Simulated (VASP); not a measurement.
Here is a VASP 6.6.1 calculation.

The input INCAR:

```
  ALGO = Normal
  EDIFF = 1E-6
  ENCUT = 500
  GGA_COMPAT = False
  ISIF = 2
  ISMEAR = 0
  LASPH = True
  LCHARG = True
  LELF = True
  LREAL = False
  LVHAR = True
  LWAVE = False
  NBANDS = 19
  NELM = 120
  PREC = Accurate
  SIGMA = 0.01
```

Contents of KPOINTS:

```
k-points
0
Gamma
  5 5 3
```

POSCAR

```
ZrS2
1.0
    3.5746852589      0.0000000000      0.0000000000
   -1.7873426294      3.0957682447      0.0000000000
    0.0000000000      0.0000000000      5.4882394545
Zr S
1 2
Direct
    0.0000000000      0.0000000000      0.0000000000
    0.6666666667      0.3333333333      0.7354588514
    0.3333333333      0.6666666667      0.2645411486
```

Potentials or basis: VASP PAW LDA potentials, release 64 (Zr_sv, S).

The run is started by

```bash
$ cat potpaw_LDA.64/Zr_sv/POTCAR potpaw_LDA.64/S/POTCAR > POTCAR
$ mpirun -np 1 vasp_std > vasp.out
```

(1) Estimate the pressure.

(2) Predict the largest force.

## Answers

(1) 2.1 GPa.

(2) 0.023 eV/Å.
